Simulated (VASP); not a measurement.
Input of a VASP 6.6.1 run:

File INCAR:

```
PREC = Accurate
ENCUT = 520
EDIFF = 1E-7
ISMEAR = 0
SIGMA = 0.15
LREAL = F
LASPH = T
NELM = 60
ALGO = Fast
ISIF = 2
LWAVE = F
LCHARG = F
GGA = PS
NBANDS = 36
```

KPOINTS

```
regular mesh
0
Gamma
  10 10 6
```

The input POSCAR:

```
Ti3Al5
1.0
    4.0774598760      0.0000000000      0.0000000000
    0.0000000000      4.0774598760      0.0000000000
    0.0000000000      0.0000000000      7.8820407068
Ti Al
3 5
Direct
    0.0000000000      0.0000000000      0.5000000000
    0.5000000000      0.5000000000      0.0000000000
    0.5000000000      0.5000000000      0.5000000000
    0.0000000000      0.5000000000      0.2523516174
    0.0000000000      0.5000000000      0.7476483826
    0.5000000000      0.0000000000      0.2523516174
    0.5000000000      0.0000000000      0.7476483826
    0.0000000000      0.0000000000      0.0000000000
```

Potentials or basis: VASP PAW PBE potentials, release 64 (Ti_sv, Al).

Run with:

```bash
$ cat potpaw_PBE.64/Ti_sv/POTCAR potpaw_PBE.64/Al/POTCAR > POTCAR
$ mpirun -np 1 vasp_std > vasp.out
```

Question: What does it give for the band gap on the k mesh?

Answer: Zero (an odd number of electrons rules out a gap without spin polarisation).

Question: Estimate the largest force.

Answer: 0.113 eV/Å.

Question: Predict the pressure.

Answer: -4.6 GPa.

Forces on the atoms (eV/Å):
```
Ti   0.000  0.000  0.000
Ti   0.000  0.000  0.000
Ti   0.000  0.000  0.000
Al   0.000  0.000  0.113
Al   0.000  0.000 -0.113
Al   0.000  0.000  0.113
Al   0.000  0.000 -0.113
Al   0.000  0.000  0.000
```

Caveat: the cell differs from its parent crystal (strain +0.050 along x and y, -0.050 along z); the stress differs along the axes, from -8 to 1 GPa; the PAW data sets were made with another functional, which shifts forces and pressure a little.
